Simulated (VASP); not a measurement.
## NaF: single point with PBEsol

NaF:

```
CELL_PARAMETERS angstrom
2.31510 2.31510 0.00000
-2.31510 2.31510 0.00000
0.00000 2.31510 2.31510
ATOMIC_POSITIONS crystal
Na 0.00000 0.00000 0.00000
F 0.50000 0.50000 0.00000
```

```json
{"Program": "VASP 6.6.1", "Task": "single point", "Functional": "PBEsol", "Potentials or basis": "VASP PAW PBE potentials, release 64 (Na_pv, F)", "Cutoff": "520 eV", "k mesh": "12 × 12 × 12", "Occupations": "fermi-dirac, width 0.1 eV", "Spin": "no spin polarisation", "Dipole correction": "no", "Further INCAR settings": "ALGO = Normal; EDIFF = 1e-06; NBANDS = 14"}
```

* Pressure: -0.1 GPa
* Band gap on the k mesh: 6.17 eV

Levels at points of the mesh, in eV from the valence-band top:
```
           k point  band 4  band 5  band 6  band 7  band 8  band 9  band 10  band 11
(0.00, 0.00, 0.00)  -18.76    0.00    0.00    0.00    6.17   18.86    18.86    18.86
(0.50, 0.00, 0.00)  -18.01   -1.62   -0.26   -0.26   10.62   12.35    20.01    20.01
(0.50, 0.50, 0.00)  -18.80   -1.30   -0.41   -0.41   13.00   13.10    13.55    19.67
```

Run time: 17 s on 1 thread of Intel Xeon 8259CL, with other jobs on the host, peak memory 0.14 GiB.

Caveat: the PAW data sets were made with another functional, which shifts forces and pressure a little. A k mesh can miss the band edges.
